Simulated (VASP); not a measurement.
# RbVS3 (Pm-3m) in VASP: further runs, part 2 of 3

VASP 6.6.1. The steps go on from the part before.

## 3. Relaxation of cell and atoms, PBE

This run uses another cell than the first one, of 20.89 Å³/atom, 0.992 times its volume.

Input file INCAR:

```
SYSTEM = RbVS3
  ALGO = Normal
  EDIFF = 1E-7
  EDIFFG = -0.01
  ENCUT = 600
  GGA = PE
  IBRION = 2
  ISIF = 3
  ISMEAR = 0
  LASPH = .TRUE.
  LCHARG = .FALSE.
  LREAL = .FALSE.
  LWAVE = .FALSE.
  NELM = 100
  NSW = 100
  PREC = Accurate
  SIGMA = 0.1
```

Input file KPOINTS:

```
k-points
0
G
  8 8 8
  0 0 0
```

Input file POSCAR:

```
RbVS3
1.0
    4.7093028668      0.0000000000      0.0000000000
    0.0000000000      4.7093028668      0.0000000000
    0.0000000000      0.0000000000      4.7093028668
Rb V S
1 1 3
Direct
    0.5000000000      0.5000000000      0.5000000000
    0.0000000000      0.0000000000      0.0000000000
    0.5000000000      0.0000000000      0.0000000000
    0.0000000000      0.5000000000      0.0000000000
    0.0000000000      0.0000000000      0.5000000000
```

Potentials or basis: VASP PAW PBE potentials, release 64 (Rb_sv, V_sv, S).

Command:

```console
$ cat potpaw_PBE.64/Rb_sv/POTCAR potpaw_PBE.64/V_sv/POTCAR potpaw_PBE.64/S/POTCAR > POTCAR
$ mpirun -np 1 vasp_std > vasp.out
```

OUTCAR:

```text
SYSTEM = RbVS3
   EDIFF = 1E-7
   EDIFFG = -0.01
   ENCUT = 600
   GGA = PE
   IBRION = 2
   ISIF = 3
   ISMEAR = 0
   LASPH = .TRUE.
   LREAL = .FALSE.
   NELM = 100
   NSW = 100
   PREC = Accurate

 ion  position               nearest neighbor table
   1  0.500  0.500  0.500-   3 3.33   4 3.33   5 3.33   3 3.33   4 3.33   3 3.33   5 3.33   3 3.33
                             4 3.33   5 3.33   4 3.33   5 3.33   2 4.08   2 4.08   2 4.08   2 4.08
   2  0.000  0.000  0.000-   3 2.35   4 2.35   5 2.35   5 2.35   4 2.35   3 2.35   1 4.08   1 4.08
                             1 4.08   1 4.08   1 4.08   1 4.08   1 4.08   1 4.08
   3  0.500  0.000  0.000-   2 2.35   2 2.35   1 3.33   1 3.33   1 3.33   1 3.33
   4  0.000  0.500  0.000-   2 2.35   2 2.35   1 3.33   1 3.33   1 3.33   1 3.33
   5  0.000  0.000  0.500-   2 2.35   2 2.35   1 3.33   1 3.33   1 3.33   1 3.33

  LATTYP: Found a simple cubic cell.
 ALAT       =     4.7093028668

  Lattice vectors:

 A1 = (   4.7093028668,   0.0000000000,   0.0000000000)
 A2 = (   0.0000000000,   4.7093028668,   0.0000000000)
 A3 = (   0.0000000000,   0.0000000000,   4.7093028668)

Analysis of symmetry for initial positions (statically):
=====================================================================
 Subroutine PRICEL returns:
 Original cell was already a primitive cell.

[... 182 lines left out ...]
  Direction    XX          YY          ZZ          XY          YZ          ZX
  --------------------------------------------------------------------------------------
  -------------------------------------------------------------------------------------
  Total        0.3933986      0.3933986      0.3933986      0.0000000     -0.0000000      0.0000000
  in kB        6.0349480      6.0349480      6.0349480      0.0000000     -0.0000000      0.0000000
  external PRESSURE =       6.0349480 kB  Pullay stress =       0.0000000 kB
[... 65 lines left out ...]
--------------------------------------- Ionic step        3  -------------------------------------------

 number of electron      39.9999988 magnetization

 Free energy of the ion-electron system (eV)
  ---------------------------------------------------
  ext. energy  EPLUGINS =         0.00000000
  ---------------------------------------------------
  free energy    TOTEN  =       -25.73821349 eV

  energy without entropy =      -25.70939414  energy(sigma->0) =      -25.72380381

 E-fermi :   3.9555     XC(G=0):  -9.7892

 val. band max:        3.9484026287   @ k =   0.1250   0.1250   0.1250
 cond. band min:       3.9611506597   @ k =   0.1250   0.1250   0.1250
 fundamental gap:      0.0127480310
 Fermi energy:         3.9555064076

 k-point     1 :       0.0000    0.0000    0.0000
  band No.  band energies     occupation
      1     -61.2889      2.00000
      2     -35.1024      2.00000
      3     -35.1024      2.00000
      4     -35.1024      2.00000
      5     -21.5436      2.00000
      6      -9.3906      2.00000
[... 637 lines left out ...]
     23       4.9410      0.00000
     24       5.5387      0.00000

 [... further k-points ...]
[... 5 lines left out ...]
  --------------------------------------------------------------------------------------
  -------------------------------------------------------------------------------------
  Total        0.0040012      0.0040012      0.0040012     -0.0000000      0.0000000     -0.0000000
  in kB        0.0608718      0.0608718      0.0608718     -0.0000000      0.0000000     -0.0000000
  external PRESSURE =       0.0608718 kB  Pullay stress =       0.0000000 kB
[... 20 lines left out ...]
  FREE ENERGIE OF THE ION-ELECTRON SYSTEM (eV)
  ---------------------------------------------------
  free  energy   TOTEN  =       -25.7382134891 eV

  energy  without entropy=      -25.7093941393  energy(sigma->0) =      -25.72380381

 reached required accuracy - stopping structural energy minimisation
```

OSZICAR:

```text
N       E                     dE             d eps       ncg     rms          rms(c)
DAV:   1     0.367963609524E+03    0.36796E+03   -0.20782E+04  1696   0.174E+03
DAV:   2    -0.955331139328E+00   -0.36892E+03   -0.36534E+03  1992   0.409E+02
DAV:   3    -0.323421916195E+02   -0.31387E+02   -0.30352E+02  2464   0.108E+02
[... 37 lines left out ...]
DAV:   5    -0.257382060912E+02    0.99344E-05   -0.15054E-04  2008   0.640E-02    0.474E-02
DAV:   6    -0.257382162233E+02   -0.10132E-04   -0.40403E-05  2208   0.316E-02    0.158E-02
DAV:   7    -0.257382124934E+02    0.37299E-05   -0.10557E-05  1728   0.157E-02    0.554E-03
DAV:   8    -0.257382129910E+02   -0.49765E-06   -0.98327E-07  2128   0.546E-03    0.517E-03
DAV:   9    -0.257382134004E+02   -0.40939E-06   -0.73570E-08   840   0.165E-03    0.204E-03
DAV:  10    -0.257382134891E+02   -0.88691E-07   -0.64028E-08   840   0.129E-03
   3 F= -.25738213E+02 E0= -.25723804E+02  d E =-.160738E-02
```

It took 2.4 min on 1 thread of Intel Xeon 6975P-C (Granite Rapids), shared host; peak memory 0.31 GiB.

Results:

- Free energy: -25.7382 eV
- Relaxed volume: 21.06 Å³/atom
- Relaxed cell: a = 4.722 Å, b = 4.722 Å, c = 4.722 Å, α = 90.00°, β = 90.00°, γ = 90.00°
- Space group after relaxing (to 0.05 Å): Pm-3m (No. 221)
- Energy gained by relaxing: 0.3 meV/atom
- Ionic steps: 3
- Pressure after relaxing: 0.0 GPa
- Band gap on the k mesh: zero (band 20 reaches 4.29 eV, above the bottom of band 21 at 3.31 eV)

Step by step:
| step | energy change (eV) | largest force (eV/Å) | pressure (GPa) | volume (Å³) |
| --- | --- | --- | --- | --- |
| 1 | 0.0000 | 0.0000 | 0.60 | 104.44 |
| 2 | -0.0014 | 0.0000 | -0.21 | 105.63 |
| 3 | -0.0016 | 0.0000 | 0.01 | 105.31 |

Final structure:
```yaml
crystal:
  lattice:
    - [4.72238, 0.00000, 0.00000]
    - [0.00000, 4.72238, 0.00000]
    - [0.00000, 0.00000, 4.72238]
  atoms:
    - { symbol: Rb, position: [0.50000, 0.50000, 0.50000] }
    - { symbol: V, position: [0.00000, 0.00000, 0.00000] }
    - { symbol: S, position: [0.50000, 0.00000, 0.00000] }
    - { symbol: S, position: [0.00000, 0.50000, 0.00000] }
    - { symbol: S, position: [0.00000, 0.00000, 0.50000] }
```

Caveat: the run has no spin polarisation, though such a crystal can be magnetic. With open d or f shells a metallic result of PBE can be an artefact of self-interaction; +U or a hybrid may open a gap.

## 4. Single point, PBE, collinear spin, ferromagnetic start

This run uses another cell than the first one, of 23.46 Å³/atom, 1.115 times its volume.

Input file INCAR:

```
SYSTEM = RbVS3
ALGO = Normal
EDIFF = 1E-7
ENCUT = 520
GGA = PE
ISIF = 2
ISMEAR = 0
ISPIN = 2
LASPH = .True.
LCHARG = .False.
LMAXMIX = 4
LORBIT = 11
LREAL = .False.
LWAVE = .False.
MAGMOM = 0 2 0 0 0
NBANDS = 32
NELM = 150
PREC = Accurate
SIGMA = 0.1
```

Input file KPOINTS:

```
k-points
0
Gamma
  4 4 4
  0 0 0
```

POSCAR: that of step 3 with these lines changed.

```diff
@@ -2,5 +2,5 @@
 1.0
-    4.7093028668      0.0000000000      0.0000000000
-    0.0000000000      4.7093028668      0.0000000000
-    0.0000000000      0.0000000000      4.7093028668
+    4.8953680100      0.0000000000      0.0000000000
+    0.0000000000      4.8953680100      0.0000000000
+    0.0000000000      0.0000000000      4.8953680100
 Rb V S
```

Command:

```console
$ cat potpaw_PBE.64/Rb_sv/POTCAR potpaw_PBE.64/V_sv/POTCAR potpaw_PBE.64/S/POTCAR > POTCAR
$ mpirun -np 1 vasp_std > vasp.out
```

Wall time 35 s (1 thread of Intel Xeon 6975P-C (Granite Rapids), shared host); peak memory 0.26 GiB.

It converged, with:

```
Free energy                                           : -25.5457 eV
Pressure                                              : -6.1 GPa
Band gap on the k mesh                                : zero (filled and empty bands overlap)
Net moment                                            : 0.00 μB per cell
Valence electrons inside the program's atomic spheres : Rb 7.32; V 11.21; S 3.67
```

Levels at points of the mesh, in eV from the Fermi level:
Spin up:
| k point | band 17 | band 18 | band 19 | band 20 | band 21 | band 22 | band 23 | band 24 |
| --- | --- | --- | --- | --- | --- | --- | --- | --- |
| (0.00, 0.00, 0.00) | -0.88 | -0.67 | -0.67 | -0.67 | -0.17 | -0.17 | -0.17 | 0.19 |
| (0.50, 0.00, 0.00) | -2.02 | -1.40 | -0.64 | -0.55 | -0.55 | 0.20 | 0.84 | 0.84 |
| (0.50, 0.50, 0.00) | -2.40 | -1.39 | -1.39 | 0.26 | 0.73 | 0.74 | 0.78 | 0.78 |
| (0.50, 0.50, 0.50) | -3.30 | 0.31 | 0.31 | 0.31 | 0.87 | 0.87 | 0.87 | 3.98 |
Spin down:
```tsv
k point	band 16	band 17	band 18	band 19	band 20	band 21	band 22	band 23	band 24	band 25
(0.00, 0.00, 0.00)	-0.88	-0.88	-0.67	-0.67	-0.67	-0.17	-0.17	-0.17	0.19	0.19
(0.50, 0.00, 0.00)	-2.25	-2.02	-1.40	-0.64	-0.55	-0.55	0.20	0.84	0.84	1.59
(0.50, 0.50, 0.00)	-2.40	-2.40	-1.39	-1.39	0.26	0.73	0.74	0.78	0.78	3.96
(0.50, 0.50, 0.50)	-3.30	-3.30	0.31	0.31	0.31	0.87	0.87	0.87	3.98	3.98
```

With open d or f shells a metallic result of PBE can be an artefact of self-interaction; +U or a hybrid may open a gap.

(Continued in part 3 of 3.)
